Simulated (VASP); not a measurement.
Write the native input for VASP 6.6.1 that does the following.

| Quantity | Value |
| --- | --- |
| Task | single point |
| Functional | PBEsol |
| Potentials or basis | VASP PAW PBE potentials, release 64 (I, K_sv) |
| Cutoff | 520 eV |
| k mesh | 7 × 7 × 7 |
| Occupations | fermi-dirac, width 0.05 eV |
| Spin | no spin polarisation |
| Dipole correction | no |
| Further INCAR settings | ALGO = Normal; EDIFF = 1e-06; NBANDS = 15 |

The structure of KI lies in POSCAR:

```
KI
1.0
    0.0000000000      3.5792642128      3.5792642128
    3.5792642128      0.0000000000      3.5792642128
    3.5792642128      3.5792642128      0.0000000000
I K
1 1
Direct
    0.5000000000      0.5000000000      0.5000000000
    0.0000000000      0.0000000000      0.0000000000
```

This cell differs from its parent crystal: volume scaled by 1.04.

The input as run:

INCAR

```
SYSTEM = KI
PREC = Accurate ; ENCUT = 520
EDIFF = 1E-6 ; ISMEAR = -1
SIGMA = 0.05 ; LREAL = .False.
LASPH = .True. ; NELM = 80
ALGO = Normal ; ISIF = 2
LWAVE = .False. ; LCHARG = .True.
GGA = PS ; LELF = .True.
LVHAR = .True. ; NBANDS = 15
```

KPOINTS

```
Automatic mesh
0
Gamma
  7 7 7
  0 0 0
```

Potentials or basis: VASP PAW PBE potentials, release 64 (I, K_sv).

Run with:

```bash
$ cat potpaw_PBE.64/I/POTCAR potpaw_PBE.64/K_sv/POTCAR > POTCAR
$ mpirun -np 1 vasp_std > vasp.out
```

It gave:

```
Pressure               : -0.7 GPa
Band gap on the k mesh : 3.73 eV, direct
```

Caveat: the PAW data sets were made with another functional, which shifts forces and pressure a little; spin-orbit coupling is left out, which moves the levels of the heavy elements.

Run time: 13 s on 1 thread of Intel(R) Xeon(R) 6975P-C (Granite Rapids) (shared host), peak memory 0.24 GiB.
